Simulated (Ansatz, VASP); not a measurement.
# NaFeO3: VASP beside Ansatz

```
CELL_PARAMETERS angstrom
3.83048 0.00000 0.00000
0.00000 3.83048 0.00000
0.00000 0.00000 3.83048
ATOMIC_POSITIONS crystal
Na 0.00000 0.00000 0.00000
Fe 0.50000 0.50000 0.50000
O 0.50000 0.50000 0.00000
O 0.50000 0.00000 0.50000
O 0.00000 0.50000 0.50000
```

Alike in both runs: task single point; functional LDA; k mesh 7 × 7 × 7; occupations fermi-dirac, width 0.1 eV; collinear spin; Hubbard terms Fe d U = 2.0 eV.

|  | VASP | Ansatz |
| --- | --- | --- |
| version | VASP 6.6.1 | Ansatz 0.2.0 |
| potentials or method | VASP PAW LDA potentials, release 64 (Na_pv, Fe, O), cutoff 520 eV | plane waves, PAW |
| valence electrons in the cell | 33 | 43 |

Ansatz gave:

```
gap on the k mesh at the Fermi level (eV)                     : none
net moment per atom (μB)                                      : 0.87
size of the moment on the site where the two differ most (μB) : 2.79
```

Question: Which values does VASP return?

Answer: gap on the k mesh at the Fermi level (eV): none; net moment per atom (μB): 0.87; size of the moment on the site where the two differ most (μB): 2.96.

LDA's correlation is that of Perdew and Zunger in VASP and of Perdew and Wang (1992) in Ansatz. Site moments also hang on the region over which each program counts them. The programs project onto different local orbitals, so the same U acts differently, and such runs can settle in different states. A gap of «none» marks a metal or a gap that the smearing closes. VASP's potentials hold 33 valence electrons a cell and Ansatz's 43, so a difference there can come from the potentials and not from the codes. Ansatz's warnings: filled band counts differ across k points.
